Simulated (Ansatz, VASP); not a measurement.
**Ta2AlN3 in VASP and in Ansatz**

```xyz
6
Lattice="5.4517 0.0000 0.0000 -2.7258 4.7213 0.0000 0.0000 0.0000 2.8452" Properties=species:S:1:pos:R:3 pbc="T T T"
Ta    0.0000    3.1475    1.4226
Ta    2.7258    1.5738    1.4226
Al    0.0000    0.0000    0.0000
N     2.7258    0.0000    0.0000
N     1.3629    2.3606    0.0000
N    -1.3629    2.3606    0.0000
```

Alike in both runs: functional PBE; k mesh 6 × 6 × 6; occupations gaussian, width 0.1 eV; no spin polarisation.

Ansatz relaxed the structure, and its values are those at the end. VASP's run is a single point on that final structure, the one shown.

|  | VASP | Ansatz |
| --- | --- | --- |
| version | VASP 6.6.1 | Ansatz 0.2.0 |
| potentials or method | VASP PAW PBE potentials, release 64 (Ta_pv, Al, N), cutoff 520 eV | scalar-relativistic, plane waves, PAW |
| valence electrons in the cell | 40 | 44 |

```csv
,VASP,Ansatz,Ansatz less VASP
gap on the k mesh at the Fermi level (eV),none,none,-
pressure (GPa),0.6,0.1,-0.56
```

A gap of «none» marks a metal or a gap that the smearing closes. VASP's potentials hold 40 valence electrons a cell and Ansatz's 44, so a difference there can come from the potentials and not from the codes.

The k mesh is coarse, so the values compare programs but aren't converged. Neither program's run includes spin-orbit coupling.
